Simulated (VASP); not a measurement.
# Li3SeCl (Pm-3m) in VASP: a series of runs, part 2 of 2

VASP 6.6.1.

### 3 Relaxation of cell and atoms, LDA

This run uses another cell than the first one, of 20.35 Å³/atom.

INCAR

```
PREC = Accurate
ENCUT = 600
EDIFF = 1E-7
ISMEAR = 1
SIGMA = 0.01
LREAL = False
LASPH = True
NELM = 80
ALGO = Normal
ISIF = 3
LWAVE = False
LCHARG = False
IBRION = 2
NSW = 80
EDIFFG = -0.03
```

KPOINTS

```
Automatic mesh
0
Gamma
  4 4 4
```

POSCAR

```
Li3SeCl
1.0
    4.6685000563      0.0000000000      0.0000000000
    0.0000000000      4.6685000563      0.0000000000
    0.0000000000      0.0000000000      4.6685000563
Cl Se Li
1 1 3
Direct
    0.0000000000      0.0000000000      0.0000000000
    0.5000000000      0.5000000000      0.5000000000
    0.5000000000      0.5000000000      0.0000000000
    0.0000000000      0.5000000000      0.5000000000
    0.5000000000      0.0000000000      0.5000000000
```

Potentials or basis: VASP PAW LDA potentials, release 64 (Cl, Se, Li_sv).

The run is started by

```sh
cat potpaw_LDA.64/Cl/POTCAR potpaw_LDA.64/Se/POTCAR potpaw_LDA.64/Li_sv/POTCAR > POTCAR
mpirun -np 1 vasp_std > vasp.out
```

OUTCAR:

```text
PREC = Accurate
   ENCUT = 600
   EDIFF = 1E-7
   ISMEAR = 1
   LREAL = False
   LASPH = True
   NELM = 80
   ISIF = 3
   IBRION = 2
   NSW = 80
   EDIFFG = -0.03

 ion  position               nearest neighbor table
   1  0.000  0.000  0.000-
   2  0.500  0.500  0.500-   3 2.33   4 2.33   5 2.33   3 2.33   5 2.33   4 2.33
   3  0.500  0.500  0.000-   2 2.33   2 2.33
   4  0.000  0.500  0.500-   2 2.33   2 2.33
   5  0.500  0.000  0.500-   2 2.33   2 2.33

  LATTYP: Found a simple cubic cell.
 ALAT       =     4.6685000563

  Lattice vectors:

 A1 = (   4.6685000563,   0.0000000000,   0.0000000000)
 A2 = (   0.0000000000,   4.6685000563,   0.0000000000)
 A3 = (   0.0000000000,   0.0000000000,   4.6685000563)

Analysis of symmetry for initial positions (statically):
=====================================================================
 Subroutine PRICEL returns:
 Original cell was already a primitive cell.

 Routine SETGRP: Setting up the symmetry group for a
 simple cubic supercell.

 Subroutine GETGRP returns: Found 48 space group operations
 (whereof 48 operations were pure point group operations)
 out of a pool of 48 trial point group operations.

The static configuration has the point symmetry O_h .

Analysis of symmetry for dynamics (positions and initial velocities):
=====================================================================
 Subroutine PRICEL returns:
 Original cell was already a primitive cell.

 Routine SETGRP: Setting up the symmetry group for a
 simple cubic supercell.

 Subroutine GETGRP returns: Found 48 space group operations
 (whereof 48 operations were pure point group operations)
 out of a pool of 48 trial point group operations.

The dynamic configuration has the point symmetry O_h .

 Subroutine INISYM returns: Found 48 space group operations
 (whereof 48 operations are pure point group operations),
 and found     1 'primitive' translations

[... 121 lines left out ...]
 maximum number of plane-waves:      3448
 NGX is ok and might be reduce to    40
   NGX = 19   NGY = 19   NGZ = 19

 number of electron      22.0000025 magnetization

 Free energy of the ion-electron system (eV)
  ---------------------------------------------------
  ext. energy  EPLUGINS =         0.00000000
  ---------------------------------------------------
  free energy    TOTEN  =       -18.83805817 eV

  energy without entropy =      -18.83805817  energy(sigma->0) =      -18.83805817

 E-fermi :  -0.0149     XC(G=0):  -8.1236

 val. band max:       -0.1499229865   @ k =   0.5000   0.5000   0.0000
 cond. band min:       3.4366317221   @ k =   0.0000   0.0000   0.0000
 fundamental gap:      3.5865547086
 Fermi energy:        -0.0149000269

 k-point     1 :       0.0000    0.0000    0.0000
  band No.  band energies     occupation
      1     -43.6080      2.00000
      2     -43.5970      2.00000
      3     -43.5970      2.00000
      4     -12.9496      2.00000
      5     -10.7826      2.00000
      6      -1.9969      2.00000
      7      -1.9969      2.00000
      8      -1.9969      2.00000
      9      -0.5220      2.00000
     10      -0.5220      2.00000
     11      -0.5220      2.00000
     12       3.4366      0.00000
     13       5.8268      0.00000
     14       5.8268      0.00000
[... 149 lines left out ...]
      2     -43.6007      2.00000
      3     -43.6007      2.00000
      4     -12.8433      2.00000
      5     -10.9539      2.00000
      6      -1.8518      2.00000
      7      -1.8518      2.00000
      8      -1.8518      2.00000
      9      -1.0341      2.00000
     10      -1.0341      2.00000
     11      -1.0341      2.00000
     12       5.3508      0.00000
     13       5.3508      0.00000
     14       5.3508      0.00000
     15       8.8463      0.00000

------------------------ aborting loop because EDIFF is reached ----------------------------------------

  FORCE on cell =-STRESS in cart. coord.  units (eV):
  Direction    XX          YY          ZZ          XY          YZ          ZX
  --------------------------------------------------------------------------------------
  -------------------------------------------------------------------------------------
  Total        0.0148969      0.0148969      0.0148969      0.0000000      0.0000000     -0.0000000
  in kB        0.2345706      0.2345706      0.2345706      0.0000000      0.0000000     -0.0000000
  external PRESSURE =       0.2345706 kB  Pullay stress =       0.0000000 kB

 VOLUME and BASIS-vectors are now :
 -----------------------------------------------------------------------------
  energy-cutoff  :      600.00
  volume of cell :      101.75
      direct lattice vectors                 reciprocal lattice vectors
     4.668500056  0.000000000  0.000000000     0.214201561  0.000000000  0.000000000
     0.000000000  4.668500056  0.000000000     0.000000000  0.214201561  0.000000000
     0.000000000  0.000000000  4.668500056     0.000000000  0.000000000  0.214201561

 POSITION                                       TOTAL-FORCE (eV/Angst)
 -----------------------------------------------------------------------------------
      0.00000      0.00000      0.00000         0.000000      0.000000      0.000000
      2.33425      2.33425      2.33425         0.000000      0.000000      0.000000
      2.33425      2.33425      0.00000         0.000000      0.000000      0.000000
      0.00000      2.33425      2.33425         0.000000      0.000000      0.000000
      2.33425      0.00000      2.33425         0.000000      0.000000      0.000000
 -----------------------------------------------------------------------------------
    total drift:                                0.000000      0.000000     -0.000000

  FREE ENERGIE OF THE ION-ELECTRON SYSTEM (eV)
  ---------------------------------------------------
  free  energy   TOTEN  =       -18.8380581705 eV

  energy  without entropy=      -18.8380581705  energy(sigma->0) =      -18.83805817

 reached required accuracy - stopping structural energy minimisation
```

It took 18 s on 1 thread of AMD EPYC 7R43 (Zen 3), shared host; peak memory 0.16 GiB.

What came out:

```
Free energy             : -18.8381 eV
Pressure after relaxing : 0.0 GPa
Band gap on the k mesh  : 3.59 eV (least direct gap 3.63 eV)
```

Final structure:
```cif
data_structure
_symmetry_space_group_name_H-M 'P 1'
_symmetry_Int_Tables_number 1
_cell_length_a 4.6685
_cell_length_b 4.6685
_cell_length_c 4.6685
_cell_angle_alpha 90.000
_cell_angle_beta 90.000
_cell_angle_gamma 90.000
_cell_volume 101.75
loop_
_atom_site_label
_atom_site_type_symbol
_atom_site_fract_x
_atom_site_fract_y
_atom_site_fract_z
_atom_site_occupancy
Cl1 Cl 0.00000 0.00000 0.00000 1
Se1 Se 0.50000 0.50000 0.50000 1
Li1 Li 0.50000 0.50000 0.00000 1
Li2 Li 0.00000 0.50000 0.50000 1
Li3 Li 0.50000 0.00000 0.50000 1
```

Levels at points of the mesh, in eV from the valence-band top:
```tsv
k point	band 8	band 9	band 10	band 11	band 12	band 13	band 14	band 15
(0.00, 0.00, 0.00)	-1.85	-0.37	-0.37	-0.37	3.59	5.98	5.98	9.47
(0.50, 0.00, 0.00)	-1.13	-1.13	-1.07	-1.07	6.23	6.27	6.41	7.22
(0.50, 0.50, 0.00)	-1.03	-0.89	0.00	0.00	3.63	6.19	6.19	6.20
(0.50, 0.50, 0.50)	-1.70	-0.88	-0.88	-0.88	5.50	5.50	5.50	9.00
```

Caveat: the cutoff is under 1.25 times the usual one of these potentials, so pressure, stress and relaxed cells hold a basis-set (Pulay) error; the relaxation stopped at its first step, so nothing moved. A k mesh can miss the band edges.
